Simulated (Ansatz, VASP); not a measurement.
## Two plane-wave programs on Be2SbP3

```
Be Sb P
1.0
     5.10453    0.00000    0.00000
     0.00000    5.10453    0.00000
     0.00000    0.00000    4.82031
Be Sb P
2 1 3
Direct
  0.00000 0.50000 0.00000
  0.50000 0.00000 0.00000
  0.50000 0.50000 0.50000
  0.00000 0.50000 0.50000
  0.50000 0.00000 0.50000
  0.50000 0.50000 0.00000
```

Alike in both runs: task relaxation of cell and atoms; functional PBE; k mesh 8 × 8 × 8; occupations gaussian, width 0.1 eV; no spin polarisation.

|  | VASP | Ansatz |
| --- | --- | --- |
| version | VASP 6.6.1 | Ansatz 0.2.0 |
| potentials or method | VASP PAW PBE potentials, release 64 (Be, Sb, P), cutoff 600 eV | scalar-relativistic, plane waves, PAW |
| valence electrons in the cell | 24 | 34 |

|  | VASP | Ansatz | Ansatz less VASP |
| --- | --- | --- | --- |
| gap on the k mesh at the Fermi level, each at its own relaxed structure (eV) | none | none | - |
| relaxed volume (Å³/atom) | 21.05 | 21.00 | -0.050 |
| relaxed length of the cell vector where the two differ most in proportion (Å) | 4.874 | 4.869 | -0.0045 |

A gap of «none» marks a metal or a gap that the smearing closes. VASP's potentials hold 24 valence electrons a cell and Ansatz's 34, so a difference there can come from the potentials and not from the codes.

Neither program's run includes spin-orbit coupling.
